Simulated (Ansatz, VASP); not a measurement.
**AlN: VASP beside Ansatz**

```
Al N
1.0
     0.00000    2.18884    2.18884
     2.18884    0.00000    2.18884
     2.18884    2.18884    0.00000
Al N
1 1
Direct
  0.00000 0.00000 0.00000
  0.75000 0.75000 0.75000
```

Alike in both runs: functional PBEsol; k mesh 10 × 10 × 10; occupations gaussian, width 0.02 eV; no spin polarisation.

Ansatz relaxed the structure, and its values are those at the end. VASP's run is a single point on that final structure, the one shown.

|  | VASP | Ansatz |
| --- | --- | --- |
| version | VASP 6.6.1 | Ansatz 0.2.0 |
| potentials or method | VASP PAW PBE potentials, release 64 (Al, N), cutoff 600 eV | scalar-relativistic, plane waves, PAW |
| valence electrons in the cell | 8 | 8 |

|  | VASP | Ansatz | Ansatz less VASP |
| --- | --- | --- | --- |
| gap on the k mesh at the Fermi level (eV) | 3.18 | 3.19 | +0.008 |
| least direct gap on the mesh (eV) | 4.07 | 4.06 | -0.016 |
| pressure (GPa) | -0.2 | 0.0 | +0.17 |

VASP's potentials were made for PBE, not for PBEsol.
